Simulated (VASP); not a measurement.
A run of VASP 6.6.1:

The input INCAR:

```
SYSTEM = Zn
  ALGO = Normal
  EDIFF = 1E-8
  ENCUT = 520
  GGA = PS
  ISIF = 2
  ISMEAR = -1
  LASPH = .True.
  LCHARG = .False.
  LEFG = .True.
  LREAL = .False.
  LWAVE = .False.
  NBANDS = 19
  NELM = 100
  PREC = Accurate
  SIGMA = 0.03
```

The input KPOINTS:

```
k-points
0
Gamma
  18 18 8
  0 0 0
```

File POSCAR:

```
Zn
1.0
    2.6196232574      0.0000000000      0.0000000000
   -1.3098116287      2.2686602892      0.0000000000
    0.0000000000      0.0000000000      4.8628414268
Zn
2
Direct
    0.3333333333      0.6666666667      0.2500000000
    0.6666666667      0.3333333333      0.7500000000
```

Potentials or basis: VASP PAW PBE potentials, release 64 (Zn).

Launch:

```bash
$ cat potpaw_PBE.64/Zn/POTCAR > POTCAR
$ mpirun -np 1 vasp_std > vasp.out
```

Hardware: 1 thread of Intel(R) Xeon(R) 6975P-C (Granite Rapids), with other jobs on the host.

Problem. Estimate the wall time of this run.

Solution. Wall time 38 s on 1 thread of Intel(R) Xeon(R) 6975P-C (Granite Rapids), with other jobs on the host, peak memory 0.2 GiB. Counts: scf iterations 14, k points 185.
